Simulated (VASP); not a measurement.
Write the native input for VASP 6.6.1 that does the following.

```yaml
Task: electric field gradients
Functional: PBEsol
Potentials_or_basis: VASP PAW PBE potentials, release 64 (Na_pv, Cl)
Cutoff: 520 eV
k_mesh: 8 × 8 × 8
Occupations: fermi-dirac, width 0.02 eV
Spin: no spin polarisation
Dipole_correction: no
Further_INCAR_settings: ALGO = Normal; EDIFF = 1e-08; NBANDS = 14
```

The structure of NaCl lies in POSCAR:

```
NaCl
1.0
    2.8600000000      0.0000000000      0.0000000000
    0.0000000000      2.8600000000      0.0000000000
    0.0000000000      0.0000000000      2.8314000000
Na Cl
1 1
Direct
    0.0000000000      0.0000000000      0.0000000000
    0.5000000000      0.5000000000      0.5000000000
```

This cell differs from its parent crystal: zz strain of -1 %.

The input as run:

INCAR

```
PREC = Accurate
ENCUT = 520
EDIFF = 1E-8
ISMEAR = -1
SIGMA = 0.02
LREAL = F
LASPH = T
NELM = 80
ALGO = Normal
ISIF = 2
LWAVE = F
LCHARG = F
GGA = PS
LEFG = T
NBANDS = 14
```

KPOINTS

```
regular mesh
0
Gamma
  8 8 8
```

Potentials or basis: VASP PAW PBE potentials, release 64 (Na_pv, Cl).

Command:

```console
$ cat potpaw_PBE.64/Na_pv/POTCAR potpaw_PBE.64/Cl/POTCAR > POTCAR
$ mpirun -np 1 vasp_std > vasp.out
```

Results of the run:

```json
{"Pressure": "62.6 GPa", "Band gap on the k mesh": "4.07 eV, direct"}
```

Caveat: the cell differs from its parent crystal (zz strain of -1 %); without QUAD_EFG the Cq values of the log hold for a quadrupole moment of 1 mb, not for the nuclei; the PAW data sets were made with another functional, which shifts forces and pressure a little.

It took 14 s on 1 thread of Intel(R) Xeon(R) Platinum 8559C (Emerald Rapids), with other jobs on the host, peak memory 0.13 GiB.
